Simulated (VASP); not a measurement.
# HfGeTe (P4/nmm) in VASP: a series of runs

Runs on HfGeTe. Level: LDA. Tasks: single point.

All numbers are computed with VASP 6.6.1; they aren't measurements. Logs are shortened: lines on timing, memory, paths and dates and some standing lists are left out, and cuts for length are marked.

## Step 1: The cell of the first run

It takes space group P4/nmm (No. 129, tetragonal). Conventional cell: a = 3.709 Å, b = 3.709 Å, c = 8.145 Å, α = 90.00°, β = 90.00°, γ = 90.00°. Within 3.6 Å of Hf (site symmetry 4mm) lie 4 Ge at 2.70 Å and 5 Te at 2.86 to 3.09 Å. Within 3.5 Å of Ge (site symmetry -4m2) lie 4 Ge at 2.62 Å and 4 Hf at 2.70 Å. Within 3.8 Å of Te (site symmetry 4mm) lie 5 Hf at 2.86 to 3.09 Å and 8 Te at 3.27 to 3.71 Å and 4 Ge at 3.61 Å.

## Step 2: Single point, LDA

The input, INCAR:

```
SYSTEM = HfGeTe
PREC = Accurate ; ENCUT = 520
EDIFF = 1E-7 ; ISMEAR = -1
SIGMA = 0.05 ; LREAL = .False.
LASPH = .True. ; NELM = 80
ALGO = Normal ; ISIF = 2
LWAVE = .False. ; LCHARG = .False.
NBANDS = 39
```

The input, KPOINTS:

```
regular mesh
0
Gamma
  6 6 3
  0 0 0
```

The input, POSCAR:

```
HfGeTe
1.0
    3.7085589694      0.0000000000      0.0000000000
    0.0000000000      3.7085589694      0.0000000000
    0.0000000000      0.0000000000      8.1454137570
Hf Ge Te
2 2 2
Direct
    0.0000000000      0.5000000000      0.2410000000
    0.5000000000      0.0000000000      0.7590000000
    0.0000000000      0.0000000000      0.0000000000
    0.5000000000      0.5000000000      0.0000000000
    0.0000000000      0.5000000000      0.6200000000
    0.5000000000      0.0000000000      0.3800000000
```

Potentials or basis: VASP PAW LDA potentials, release 64 (Hf_pv, Ge_d, Te).

On the command line:

```
> cat potpaw_LDA.64/Hf_pv/POTCAR potpaw_LDA.64/Ge_d/POTCAR potpaw_LDA.64/Te/POTCAR > POTCAR
> mpirun -np 1 vasp_std > vasp.out
```

OUTCAR:

```text
SYSTEM = HfGeTe
   PREC = Accurate
   ENCUT = 520
   EDIFF = 1E-7
   ISMEAR = -1
   LREAL = .False.
   LASPH = .True.
   NELM = 80
   ISIF = 2

 ion  position               nearest neighbor table
   1  0.000  0.500  0.241-   3 2.70   4 2.70   3 2.70   4 2.70   6 2.86   6 2.86   6 2.86   6 2.86
                             5 3.09
   2  0.500  0.000  0.759-   3 2.70   4 2.70   4 2.70   3 2.70   5 2.86   5 2.86   5 2.86   5 2.86
                             6 3.09
   3  0.000  0.000  0.000-   4 2.62   4 2.62   4 2.62   4 2.62   2 2.70   2 2.70   1 2.70   1 2.70

   4  0.500  0.500  0.000-   3 2.62   3 2.62   3 2.62   3 2.62   2 2.70   1 2.70   1 2.70   2 2.70

   5  0.000  0.500  0.620-   2 2.86   2 2.86   2 2.86   2 2.86   1 3.09   6 3.27   6 3.27   6 3.27
                             6 3.27
   6  0.500  0.000  0.380-   1 2.86   1 2.86   1 2.86   1 2.86   2 3.09   5 3.27   5 3.27   5 3.27
                             5 3.27

  LATTYP: Found a simple tetragonal cell.
 ALAT       =     3.7085589694
 C/A-ratio  =     2.1963824289

  Lattice vectors:

 A1 = (   3.7085589694,   0.0000000000,   0.0000000000)
 A2 = (   0.0000000000,   3.7085589694,   0.0000000000)
 A3 = (   0.0000000000,   0.0000000000,   8.1454137570)

Analysis of symmetry for initial positions (statically):
=====================================================================
 Subroutine PRICEL returns:
 Original cell was already a primitive cell.

 Routine SETGRP: Setting up the symmetry group for a
 simple tetragonal supercell.

 Subroutine GETGRP returns: Found 16 space group operations
 (whereof  8 operations were pure point group operations)
 out of a pool of 16 trial point group operations.

The static configuration has the point symmetry D_2d.
 The point group associated with its full space group is D_4h.

Analysis of symmetry for dynamics (positions and initial velocities):
=====================================================================
 Subroutine PRICEL returns:
 Original cell was already a primitive cell.

 Routine SETGRP: Setting up the symmetry group for a
 simple tetragonal supercell.

 Subroutine GETGRP returns: Found 16 space group operations
 (whereof  8 operations were pure point group operations)
 out of a pool of 16 trial point group operations.

The dynamic configuration has the point symmetry D_2d.
 The point group associated with its full space group is D_4h.

 Subroutine INISYM returns: Found 16 space group operations
 (whereof  8 operations are pure point group operations),
 and found     1 'primitive' translations

----------------------------------------------------------------------------------------

                                     Primitive cell

  volume of cell :     112.0272

  direct lattice vectors                    reciprocal lattice vectors
     3.708558969  0.000000000  0.000000000     0.269646515  0.000000000  0.000000000
     0.000000000  3.708558969  0.000000000     0.000000000  0.269646515  0.000000000
     0.000000000  0.000000000  8.145413757     0.000000000  0.000000000  0.122768472

  length of vectors
     3.708558969  3.708558969  8.145413757     0.269646515  0.269646515  0.122768472

  position of ions in fractional coordinates (direct lattice)
     0.000000000  0.500000000  0.241000000
     0.500000000  0.000000000  0.759000000
     0.000000000  0.000000000  0.000000000
     0.500000000  0.500000000  0.000000000
     0.000000000  0.500000000  0.620000000
     0.500000000  0.000000000  0.380000000

  ion indices of the primitive-cell ions
   primitive index   ion index
                 1           1
                 2           2
                 3           3
                 4           4
                 5           5
                 6           6

----------------------------------------------------------------------------------------

 KPOINTS: regular mesh

Automatic generation of k-mesh.
 Grid dimensions read from file:
 generate k-points for:    6    6    3

 Generating k-lattice:

  Cartesian coordinates                     Fractional coordinates (reciprocal lattice)
     0.044941086  0.000000000  0.000000000     0.166666667  0.000000000  0.000000000
     0.000000000  0.044941086  0.000000000     0.000000000  0.166666667  0.000000000
     0.000000000  0.000000000  0.040922824     0.000000000  0.000000000  0.333333333

  Length of vectors
     0.044941086  0.044941086  0.040922824

  Shift w.r.t. Gamma in fractional coordinates (k-lattice)
     0.000000000  0.000000000  0.000000000

 Subroutine IBZKPT returns following result:
 ===========================================

 Found     20 irreducible k-points:

 Following reciprocal coordinates:
            Coordinates               Weight
  0.000000  0.000000  0.000000      1.000000
  0.166667  0.000000  0.000000      4.000000
  0.333333  0.000000  0.000000      4.000000
  0.500000  0.000000  0.000000      2.000000
  0.166667  0.166667  0.000000      4.000000
  0.333333  0.166667  0.000000      8.000000
[... 12 lines left out ...]
  0.500000  0.333333  0.333333      8.000000
  0.500000  0.500000  0.333333      2.000000
   k-points           NKPTS =     20   k-points in BZ     NKDIM =     20   number of bands    NBANDS=     39
   number of dos      NEDOS =    301   number of ions     NIONS =      6
   total plane-waves  NPLWV =  50176
   dimension x,y,z NGX =    28 NGY =   28 NGZ =   64
   dimension x,y,z NGXF=    56 NGYF=   56 NGZF=  128
   ions per type =               2   2   2
   NGX,Y,Z   is equivalent  to a cutoff of  12.55, 12.55, 13.06 a.u.
   NGXF,Y,Z  is equivalent  to a cutoff of  25.10, 25.10, 26.12 a.u.
 SYSTEM =  HfGeTe
   PREC   = accura    normal or accurate (medium, high low for compatibility)
   ISTART =      0    job   : 0-new  1-cont  2-samecut
   ICHARG =      2    charge: 1-file 2-atom 10-const
   ISPIN  =      1    spin polarized calculation?
   LNONCOLLINEAR =      F non collinear calculations
   LSORBIT =      F    spin-orbit coupling
   LASPH  =      T    aspherical Exc in radial PAW
   ENCUT  =  520.0 eV  38.22 Ry    6.18 a.u.   6.90  6.90 15.15*2*pi/ulx,y,z
   NELM   =     80;   NELMIN=  2; NELMDL= -5     # of ELM steps
   EDIFF  = 0.1E-06   stopping-criterion for ELM
   LREAL  =      F    real-space projection
   EDIFFG = 0.1E-05   stopping-criterion for IOM
   NSW    =      0    number of steps for IOM
   IBRION =     -1    ionic relax: 0-MD 1-quasi-New 2-CG
   NFREE  =      0    steps in history (QN), initial steepest desc. (CG)
   ISIF   =      2    stress and relaxation
   ISYM   =      2    0-nonsym 1-usesym 2-fastsym
   POTIM  = 0.5000    time-step for ionic-motion
   TEBEG  =    0.0;   TEEND  =   0.0 temperature during run
   PSTRESS=    0.0 pullay stress
   NELECT =      60.0000    total number of electrons
   NUPDOWN=      -1.0000    fix difference up-down
   EMIN   =  10.00;   EMAX   =-10.00  energy-range for DOS
   EFERMI =   0.00;   METHOD = LEGACY
   ISMEAR =    -1;   SIGMA  =   0.05  broadening in eV -4-tet -1-fermi 0-gaus
   EFERMI_NEDOS =   21; number of points for ismear=-14 and -15
   IALGO  =     38    algorithm
   IMIX   =      4    mixing-type and parameters
     AMIX     =   0.40;   BMIX     =  1.00
     AMIX_MAG =   1.60;   BMIX_MAG =  1.00
  volume/ion in A,a.u.               =      18.67       126.00
  Fermi-wavevector in a.u.,A,eV,Ry     =   1.329487  2.512366 24.048780  1.767535
  Thomas-Fermi vector in A             =   2.458646
   LORBIT       =      0    0 simple, 1 ext, 2 COOP (PROOUT), +10 PAW based schemes
   GGA     = CA    functional components
   LHFCALC =     F    Hartree Fock is set to
   AEXX    =    0.0000 exact exchange contribution
   IVDW    =     0    specifies the selected vdW correction
   LEPSILON=     F    determine dielectric tensor
   LRPA    =     F    only Hartree local field effects (RPA)
 non-spin polarized calculation
  energy-cutoff  :      520.00
  volume of cell :      112.03
 maximum number of plane-waves:      3034
 NGX is ok and might be reduce to    28
   NGX = 13   NGY = 13   NGZ = 31

 number of electron      59.9999983 magnetization

 Free energy of the ion-electron system (eV)
  ---------------------------------------------------
  ext. energy  EPLUGINS =         0.00000000
  ---------------------------------------------------
  free energy    TOTEN  =       -43.65958540 eV

  energy without entropy =      -43.64678674  energy(sigma->0) =      -43.65318607

 E-fermi :   9.1562     XC(G=0): -11.9851

 val. band max:        9.1084148087   @ k =   0.1667   0.0000   0.0000
 cond. band min:       9.1881523393   @ k =   0.0000   0.0000   0.3333
 fundamental gap:      0.0797375306
 Fermi energy:         9.1561583977

 k-point     1 :       0.0000    0.0000    0.0000
  band No.  band energies     occupation
      1     -21.6308      2.00000
      2     -21.6105      2.00000
      3     -21.6105      2.00000
      4     -21.6104      2.00000
      5     -21.6104      2.00000
      6     -21.6040      2.00000
[... 31 lines left out ...]
     38      14.2735      0.00000
     39      14.4269      0.00000

 k-point     2 :       0.1667    0.0000    0.0000
  band No.  band energies     occupation
      1     -21.6408      2.00000
      2     -21.6405      2.00000
      3     -21.6252      2.00000
      4     -21.6072      2.00000
      5     -21.6071      2.00000
      6     -21.6022      2.00000
[... 31 lines left out ...]
     38      13.0666      0.00000
     39      14.3627      0.00000

 k-point     3 :       0.3333    0.0000    0.0000
  band No.  band energies     occupation
      1     -21.6999      2.00000
      2     -21.6997      2.00000
      3     -21.6136      2.00000
      4     -21.6005      2.00000
      5     -21.6005      2.00000
      6     -21.6003      2.00000
[... 31 lines left out ...]
     38      13.0385      0.00000
     39      13.5545      0.00000

 k-point     4 :       0.5000    0.0000    0.0000
  band No.  band energies     occupation
      1     -21.7290      2.00000
      2     -21.7290      2.00000
      3     -21.6035      2.00000
      4     -21.6035      2.00000
      5     -21.5972      2.00000
      6     -21.5972      2.00000
[... 31 lines left out ...]
     38      12.6460      0.00000
     39      12.9883      0.00000
[... 586 lines left out ...]
     38      13.7949      0.00000
     39      13.8725      0.00000

 k-point    19 :       0.5000    0.3333    0.3333
  band No.  band energies     occupation
      1     -21.7126      2.00000
      2     -21.7126      2.00000
      3     -21.6794      2.00000
      4     -21.6794      2.00000
      5     -21.5928      2.00000
      6     -21.5928      2.00000
[... 31 lines left out ...]
     38      13.6418      0.00000
     39      14.4027      0.00000

 k-point    20 :       0.5000    0.5000    0.3333
  band No.  band energies     occupation
      1     -21.7099      2.00000
      2     -21.7099      2.00000
      3     -21.7035      2.00000
      4     -21.7035      2.00000
      5     -21.5893      2.00000
      6     -21.5893      2.00000
[... 31 lines left out ...]
     38      13.8349      0.00000
     39      14.0804      0.00000

------------------------ aborting loop because EDIFF is reached ----------------------------------------

  FORCE on cell =-STRESS in cart. coord.  units (eV):
  Direction    XX          YY          ZZ          XY          YZ          ZX
  --------------------------------------------------------------------------------------
  -------------------------------------------------------------------------------------
  Total        7.3384423      7.3384423      8.8834818      0.0000000      0.0000000      0.0000000
  in kB      104.9520533    104.9520533    127.0487133      0.0000000      0.0000000      0.0000000
  external PRESSURE =     112.3176066 kB  Pullay stress =       0.0000000 kB

 VOLUME and BASIS-vectors are now :
 -----------------------------------------------------------------------------
  energy-cutoff  :      520.00
  volume of cell :      112.03
      direct lattice vectors                 reciprocal lattice vectors
     3.708558969  0.000000000  0.000000000     0.269646515  0.000000000  0.000000000
     0.000000000  3.708558969  0.000000000     0.000000000  0.269646515  0.000000000
     0.000000000  0.000000000  8.145413757     0.000000000  0.000000000  0.122768472

 POSITION                                       TOTAL-FORCE (eV/Angst)
 -----------------------------------------------------------------------------------
      0.00000      1.85428      1.96304         0.000000      0.000000      1.159197
      1.85428      0.00000      6.18237        -0.000000     -0.000000     -1.159197
      0.00000      0.00000      0.00000         0.000000     -0.000000     -0.000000
      1.85428      1.85428      0.00000        -0.000000      0.000000     -0.000000
      0.00000      1.85428      5.05016         0.000000      0.000000      0.027721
      1.85428      0.00000      3.09526        -0.000000      0.000000     -0.027721
 -----------------------------------------------------------------------------------
    total drift:                                0.000000      0.000000     -0.000000

  FREE ENERGIE OF THE ION-ELECTRON SYSTEM (eV)
  ---------------------------------------------------
  free  energy   TOTEN  =       -43.6595853984 eV

  energy  without entropy=      -43.6467867405  energy(sigma->0) =      -43.65318607
```

Wall time 99 s (1 thread of Oxide Virtual Turin-like, shared host); peak memory 0.19 GiB.

What came out:

* Free energy: -43.6596 eV
* Pressure: 11.2 GPa
* Largest force: 1.159 eV/Å
* Band gap on the k mesh: 0.08 eV, indirect (least direct gap 0.09 eV)

Forces in eV/Å, atoms in the order of the input:
```
Hf   0.000  0.000  1.159
Hf   0.000  0.000 -1.159
Ge   0.000  0.000  0.000
Ge   0.000  0.000  0.000
Te   0.000  0.000  0.028
Te   0.000  0.000 -0.028
```

Levels at points of the mesh, in eV from the valence-band top:
| k point | band 27 | band 28 | band 29 | band 30 | band 31 | band 32 | band 33 | band 34 |
| --- | --- | --- | --- | --- | --- | --- | --- | --- |
| (0.00, 0.00, 0.00) | -2.44 | -0.85 | -0.85 | -0.48 | 0.29 | 0.45 | 1.64 | 1.79 |
| (0.50, 0.00, 0.00) | -1.80 | -1.80 | -0.82 | -0.82 | 0.65 | 0.65 | 2.35 | 2.35 |
| (0.50, 0.50, 0.00) | -3.56 | -3.56 | -2.19 | -2.19 | 2.86 | 2.86 | 3.34 | 3.34 |

Caveat: spin-orbit coupling is left out, which moves the levels of the heavy elements; forces of over 1 eV/Å act on the atoms, so gaps and moduli don't describe the material at rest. A k mesh can miss the band edges.

## Step 3: Single point, LDA

This run uses another cell than the first one, of 19.52 Å³/atom, 1.045 times its volume.

The input, INCAR:

```
SYSTEM = HfGeTe
PREC     = Accurate       ! precision mode
ENCUT    = 520            ! plane-wave cutoff, eV
EDIFF    = 1E-6           ! SCF threshold, eV
ISMEAR   = -1             ! smearing method
SIGMA    = 0.05           ! smearing width, eV
LREAL    = .False.        ! projectors in reciprocal space
LASPH    = .True.         ! aspherical terms in the spheres
NELM     = 80             ! most SCF steps
ALGO     = Normal         ! electronic algorithm
ISIF     = 2              ! what is computed and relaxed
LWAVE    = .False.        ! write WAVECAR
LCHARG   = .False.        ! write CHGCAR
NBANDS   = 39             ! bands
```

The input, KPOINTS:

```
Automatic mesh
0
Gamma
  6 6 3
  0 0 0
```

POSCAR, as its differences from that of step 2:

```diff
@@ -2,5 +2,5 @@
 1.0
-    3.7085589694      0.0000000000      0.0000000000
-    0.0000000000      3.7085589694      0.0000000000
-    0.0000000000      0.0000000000      8.1454137570
+    3.7639187575      0.0000000000      0.0000000000
+    0.0000000000      3.7639187575      0.0000000000
+    0.0000000000      0.0000000000      8.2670050229
 Hf Ge Te
```

Potentials or basis: VASP PAW LDA potentials, release 64 (Hf_pv, Ge_d, Te).

On the command line:

```
> cat potpaw_LDA.64/Hf_pv/POTCAR potpaw_LDA.64/Ge_d/POTCAR potpaw_LDA.64/Te/POTCAR > POTCAR
> mpirun -np 1 vasp_std > vasp.out
```

Run time: 84 s. Hardware: 1 thread of Oxide Virtual Turin-like, shared host; peak memory 0.19 GiB.

The run converged. Its results:

```yaml
Free_energy: -43.9115 eV
Pressure: 4.8 GPa
Largest_force: 0.943 eV/Å
Band_gap_on_the_k_mesh: 0.03 eV, direct
```

Forces in eV/Å, atoms in the order of the input:
```
Hf   0.000  0.000  0.943
Hf   0.000  0.000 -0.943
Ge   0.000  0.000  0.000
Ge   0.000  0.000  0.000
Te   0.000  0.000  0.108
Te   0.000  0.000 -0.108
```

Stress tensor (GPa, compression positive):
```
4.32 0.00 0.00
0.00 4.32 0.00
0.00 0.00 5.89
```

Levels at points of the mesh, in eV from the valence-band top:
| k point | band 28 | band 29 | band 30 | band 31 | band 32 | band 33 |
| --- | --- | --- | --- | --- | --- | --- |
| (0.00, 0.00, 0.00) | -0.90 | -0.90 | -0.45 | 0.22 | 0.32 | 1.56 |
| (0.50, 0.00, 0.00) | -1.77 | -0.79 | -0.79 | 0.54 | 0.54 | 2.22 |
| (0.50, 0.50, 0.00) | -3.50 | -2.13 | -2.13 | 2.63 | 2.63 | 3.14 |

Caveat: spin-orbit coupling is left out, which moves the levels of the heavy elements.

## Step 4: Single point, LDA

This run uses another cell than the first one, of 20.37 Å³/atom, 1.091 times its volume.

The input, INCAR:

```
PREC = Accurate ; ENCUT = 520
EDIFF = 1E-6 ; ISMEAR = -1
SIGMA = 0.05 ; LREAL = False
LASPH = True ; NELM = 80
ALGO = Normal ; ISIF = 2
LWAVE = False ; LCHARG = False
NBANDS = 39
```

The input, KPOINTS:

```
Automatic mesh
0
Gamma
  6 6 3
```

POSCAR, as its differences from that of step 3:

```diff
@@ -2,5 +2,5 @@
 1.0
-    3.7639187575      0.0000000000      0.0000000000
-    0.0000000000      3.7639187575      0.0000000000
-    0.0000000000      0.0000000000      8.2670050229
+    3.8176962911      0.0000000000      0.0000000000
+    0.0000000000      3.8176962911      0.0000000000
+    0.0000000000      0.0000000000      8.3851210527
 Hf Ge Te
```

On the command line:

```
> cat potpaw_LDA.64/Hf_pv/POTCAR potpaw_LDA.64/Ge_d/POTCAR potpaw_LDA.64/Te/POTCAR > POTCAR
> mpirun -np 1 vasp_std > vasp.out
```

Wall time 1.7 min (1 thread of Oxide Virtual Turin-like, shared host); peak memory 0.2 GiB.

Results (log left out):

```
Free energy            : -43.9793 eV
Pressure               : -0.3 GPa
Largest force          : 0.742 eV/Å
Band gap on the k mesh : 0.03 eV, direct
```

Forces in eV/Å, atoms in the order of the input:
```
Hf   0.000  0.000  0.742
Hf   0.000  0.000 -0.742
Ge   0.000  0.000  0.000
Ge   0.000  0.000  0.000
Te   0.000  0.000  0.194
Te   0.000  0.000 -0.194
```

Stress tensor (GPa, compression positive):
```
-0.71  0.00  0.00
 0.00 -0.71  0.00
 0.00  0.00  0.38
```

Levels at points of the mesh, in eV from the valence-band top:
```tsv
k point	band 27	band 28	band 29	band 30	band 31	band 32	band 33	band 34
(0.00, 0.00, 0.00)	-2.16	-0.91	-0.91	-0.41	0.18	0.26	1.50	1.64
(0.50, 0.00, 0.00)	-1.72	-1.72	-0.73	-0.73	0.46	0.46	2.13	2.13
(0.50, 0.50, 0.00)	-3.41	-3.41	-2.03	-2.03	2.45	2.45	2.98	2.98
```

Caveat: spin-orbit coupling is left out, which moves the levels of the heavy elements.

## Step 5: The runs side by side

```tsv
cell	gap on the mesh (eV)	pressure (GPa)	largest force (eV/Å)
a = 3.709, b = 3.709, c = 8.145 Å, 6 atoms	0.08	11.2	1.16
a = 3.764, b = 3.764, c = 8.267 Å, 6 atoms	0.03	4.8	0.94
a = 3.818, b = 3.818, c = 8.385 Å, 6 atoms	0.03	-0.3	0.74
```

Alike in all rows: task single point; level LDA; potentials or basis VASP PAW LDA potentials, release 64 (Hf_pv, Ge_d, Te); no spin polarisation; k mesh 6 × 6 × 3; cutoff (eV) 520; smearing fermi-dirac 0.05 eV.

Caveats: spin-orbit coupling is left out, which moves the levels of the heavy elements; forces of over 1 eV/Å act on the atoms, so gaps and moduli don't describe the material at rest (some runs).

Total energies depend on the potentials used, so only differences within one code and one set of settings carry meaning.
